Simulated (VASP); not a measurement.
Write the native input for VASP 6.6.1 that does the following.

* Task: relaxation of cell and atoms
* Functional: PBE
* Potentials or basis: VASP PAW PBE potentials, release 64 (Cu, O)
* Cutoff: 600 eV
* k mesh: 10 × 10 × 10
* Occupations: gaussian, width 0.1 eV
* Spin: no spin polarisation
* Dipole correction: no
* Further INCAR settings: ALGO = Normal; EDIFF = 1e-06; IBRION = 2; EDIFFG = -0.01; NSW = 100; ISIF = 3

The structure of Cu3O2 lies in POSCAR:

```
Cu3O2
1.0
    3.8647937223      0.0000000000      0.0000000000
    0.0000000000      3.8647937223      0.0000000000
    0.0000000000      0.0000000000      3.8647937223
Cu O
3 2
Direct
    0.5000000000      0.0000000000      0.0000000000
    0.0000000000      0.5000000000      0.0000000000
    0.0000000000      0.0000000000      0.5000000000
    0.0000000000      0.0000000000      0.0000000000
    0.5000000000      0.5000000000      0.5000000000
```

The cell was built from a structure type or drawn by symmetry, and may not be a known phase.

The input as run:

INCAR

```
SYSTEM = Cu3O2
PREC = Accurate ; ENCUT = 600
EDIFF = 1E-6 ; ISMEAR = 0
SIGMA = 0.1 ; LREAL = .FALSE.
LASPH = .TRUE. ; NELM = 80
ALGO = Normal ; ISIF = 3
LWAVE = .FALSE. ; LCHARG = .FALSE.
GGA = PE ; IBRION = 2
NSW = 100 ; EDIFFG = -0.01
```

KPOINTS

```
regular mesh
0
G
  10 10 10
  0 0 0
```

Potentials or basis: VASP PAW PBE potentials, release 64 (Cu, O).

Run with:

```sh
$ cat potpaw_PBE.64/Cu/POTCAR potpaw_PBE.64/O/POTCAR > POTCAR
$ mpirun -np 1 vasp_std > vasp.out
```

It gave:

```json
{
 "Relaxed volume": "11.60 Å³/atom",
 "Relaxed cell": "a = 3.871 Å, b = 3.871 Å, c = 3.871 Å, α = 90.00°, β = 90.00°, γ = 90.00°",
 "Space group after relaxing (to 0.1 Å)": "Pm-3m (No. 221)",
 "Energy gained by relaxing": "0.1 meV/atom",
 "Ionic steps": "2",
 "Pressure after relaxing": "0.0 GPa",
 "Band gap on the k mesh": "zero (an odd number of electrons rules out a gap without spin polarisation)"
}
```

Caveat: an odd number of electrons without spin polarisation forces a metal; a magnetic or distorted state may lie lower.

Wall time 78 s on 1 thread of Intel(R) Xeon(R) Platinum 8488C (Sapphire Rapids), with other jobs on the host, peak memory 0.24 GiB.
